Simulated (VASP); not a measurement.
Y: single point with r2SCAN

Crystal: Y.

```
Y
1.0
     0.00000    3.43188    3.43188
     3.43188    0.00000    3.43188
     3.43188    3.43188    0.00000
Y
2
Cartesian
  0.0000 0.0000 0.0000
  1.7159 1.7159 1.7159
```

| Item | Value |
| --- | --- |
| Program | VASP 6.6.1 |
| Task | single point |
| Functional | r2SCAN |
| Potentials or basis | VASP PAW PBE potentials, release 64 (Y_sv) |
| Cutoff | 520 eV |
| k mesh | 6 × 6 × 6 |
| Occupations | fermi-dirac, width 0.1 eV |
| Spin | no spin polarisation |

The pressure is 0.1 GPa and the band gap on the k mesh is zero (band 11 reaches 1.98 eV, above the bottom of band 12 at 1.53 eV).

Levels at points of the mesh, in eV from the Fermi level:
```tsv
k point	band 9	band 10	band 11	band 12	band 13	band 14
(0.00, 0.00, 0.00)	-3.95	-0.18	-0.18	0.62	0.62	0.62
(0.50, 0.00, 0.00)	-1.65	-0.90	-0.20	-0.20	0.64	0.64
(0.50, 0.50, 0.00)	-1.29	-1.29	0.22	0.22	0.78	0.78
```

Wall time 97 s on 1 thread of Intel(R) Xeon(R) Platinum 8259CL CPU @ 2.50GHz (Skylake/Cascade Lake), with other jobs on the host, peak memory 0.22 GiB.

Caveat: the PAW data sets were made with another functional, which shifts forces and pressure a little.
